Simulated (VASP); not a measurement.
A run of VASP 6.6.1 is set up as follows.

Contents of INCAR:

```
ALGO = Normal
EDIFF = 1E-6
ENCUT = 500
GGA = PE
GGA_COMPAT = F
ISIF = 2
ISMEAR = 0
LASPH = T
LCHARG = F
LREAL = F
LWAVE = F
NBANDS = 20
NELM = 120
PREC = Accurate
SIGMA = 0.01
```

The input KPOINTS:

```
k-points
0
Gamma
  6 6 1
```

The input POSCAR:

```
Te2Mo
1.0
    3.5602328140      0.0000000000      0.0000000000
   -1.7801164070      3.0832520603      0.0000000000
    0.0000000000      0.0000000000     17.5240578200
Te Mo
2 1
Direct
    0.3333333333      0.6666666667      0.8978554500
    0.3333333333      0.6666666667      0.1021445500
    0.0000000000      0.0000000000      0.0000000000
```

Potentials or basis: VASP PAW PBE potentials, release 64 (Te, Mo_sv).

The run is started by

```sh
$ cat potpaw_PBE.64/Te/POTCAR potpaw_PBE.64/Mo_sv/POTCAR > POTCAR
$ mpirun -np 1 vasp_std > vasp.out
```

Problem. Predict the largest force.

Solution. 0.237 eV/Å.

Problem. What does it give for the band gap on the k mesh?

Solution. 1.05 eV, direct.

Forces on the atoms (eV/Å):
```
Te   0.000  0.000 -0.237
Te   0.000  0.000  0.237
Mo   0.000  0.000  0.000
```

Caveat: spin-orbit coupling is left out, which moves the levels of the heavy elements.
